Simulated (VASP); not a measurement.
Wanted: the native input for a VASP 6.6.1 run.

```
Task                   : single point
Functional             : r2SCAN
Potentials or basis    : VASP PAW PBE potentials, release 64 (Sn_d, Se)
Cutoff                 : 520 eV
k mesh                 : 6 × 6 × 6
Occupations            : fermi-dirac, width 0.02 eV
Spin                   : no spin polarisation
Dipole correction      : no
Further INCAR settings : ALGO = Normal; EDIFF = 1e-07; NBANDS = 28
```

SnSe:

```
Sn Se
1.0
     2.12367   -5.90403    0.00000
     2.12367    5.90403    0.00000
     0.00000    0.00000    4.22886
Sn Se
2 2
Direct
  0.87410 0.12590 0.25000
  0.12590 0.87410 0.75000
  0.64510 0.35490 0.25000
  0.35490 0.64510 0.75000
```

One way to write it, as run:

POSCAR

```
SnSe
1.0
    2.1236689167     -5.9040304868      0.0000000000
    2.1236689167      5.9040304868      0.0000000000
    0.0000000000      0.0000000000      4.2288625191
Sn Se
2 2
Direct
    0.8740995176      0.1259004824      0.2500000000
    0.1259004824      0.8740995176      0.7500000000
    0.6451033447      0.3548966553      0.2500000000
    0.3548966553      0.6451033447      0.7500000000
```

INCAR.step1

```
SYSTEM = SnSe
ALGO = Normal ; EDIFF = 1E-4
ENCUT = 520 ; GGA = PE
ISMEAR = -1 ; LASPH = .TRUE.
LCHARG = .FALSE. ; LREAL = .FALSE.
LWAVE = .TRUE. ; NBANDS = 28
NELM = 60 ; PREC = Accurate
SIGMA = 0.02
```

INCAR.step2

```
SYSTEM = SnSe
ALGO = Normal ; EDIFF = 1E-7
ENCUT = 520 ; ISIF = 2
ISMEAR = -1 ; ISTART = 1
LASPH = .TRUE. ; LCHARG = .FALSE.
LMIXTAU = .TRUE. ; LREAL = .FALSE.
LWAVE = .FALSE. ; METAGGA = R2SCAN
NBANDS = 28 ; NELM = 60
PREC = Accurate ; SIGMA = 0.02
```

KPOINTS

```
k-points
0
G
  6 6 6
  0 0 0
```

Potentials or basis: VASP PAW PBE potentials, release 64 (Sn_d, Se).

The run is started by

```sh
$ cat potpaw_PBE.64/Sn_d/POTCAR potpaw_PBE.64/Se/POTCAR > POTCAR
$ cp INCAR.step1 INCAR
$ mpirun -np 1 vasp_std > vasp.out
$ cp INCAR.step2 INCAR
$ mpirun -np 1 vasp_std > vasp.out
```

Results of the run:

* Pressure: 1.0 GPa
* Largest force: 0.008 eV/Å
* Band gap on the k mesh: 0.31 eV (least direct gap 0.60 eV)

Caveat: semilocal functionals underestimate gaps, and a narrow one can read as zero; the PAW data sets were made with another functional, which shifts forces and pressure a little; spin-orbit coupling is left out, which moves the levels of the heavy elements.

Run time: 5.1 min on 1 thread of Intel(R) Xeon(R) 6975P-C (Granite Rapids) (shared host), peak memory 0.36 GiB.
